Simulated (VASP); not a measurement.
Write the native input for VASP 6.6.1 that does the following.

```yaml
Task: single point
Functional: PBE
Potentials_or_basis: VASP PAW PBE potentials, release 64 (Rb_sv, Ge_d, N)
Cutoff: 520 eV
k_mesh: 6 × 6 × 2
Occupations: gaussian, width 0.1 eV
Spin: no spin polarisation
Dipole_correction: no
Further_INCAR_settings: ALGO = Normal; EDIFF = 1e-06; NBANDS = 46
```

The structure of RbGe4N2 lies in POSCAR:

```
RbGe4N2
1.0
    3.1173343285      0.0000000024      0.0000000000
   -1.5586671663      2.6996907193      0.0000000000
    0.0000000000      0.0000000000     14.8108964901
Rb Ge N
1 4 2
Direct
    0.0000000000      0.0000000000      0.6247078820
    0.3333333333      0.6666666667      0.8429431496
    0.3333333333      0.6666666667      0.2181538474
    0.0000000000      0.0000000000      0.4122431368
    0.0000000000      0.0000000000      1.0153837019
    0.6666666667      0.3333333333      0.4779713453
    0.3333333333      0.6666666667      0.0765969969
```

These files were run (other wordings do the same):

INCAR

```
SYSTEM = RbGe4N2
PREC = Accurate ; ENCUT = 520
EDIFF = 1E-6 ; ISMEAR = 0
SIGMA = 0.1 ; LREAL = .False.
LASPH = .True. ; NELM = 100
ALGO = Normal ; ISIF = 2
LWAVE = .False. ; LCHARG = .True.
GGA = PE ; LELF = .True.
LVHAR = .True. ; NBANDS = 46
```

KPOINTS

```
Automatic mesh
0
Gamma
  6 6 2
  0 0 0
```

Potentials or basis: VASP PAW PBE potentials, release 64 (Rb_sv, Ge_d, N).

Run with:

```sh
$ cat potpaw_PBE.64/Rb_sv/POTCAR potpaw_PBE.64/Ge_d/POTCAR potpaw_PBE.64/N/POTCAR > POTCAR
$ mpirun -np 1 vasp_std > vasp.out
```

It gave:

```
Pressure      : 0.2 GPa
Largest force : 0.050 eV/Å
```

Caveat: the k points lie up to 0.39 Å⁻¹ apart.

It took 56 s on 1 thread of Intel(R) Xeon(R) 6975P-C (Granite Rapids), with other jobs on the host, peak memory 0.27 GiB.
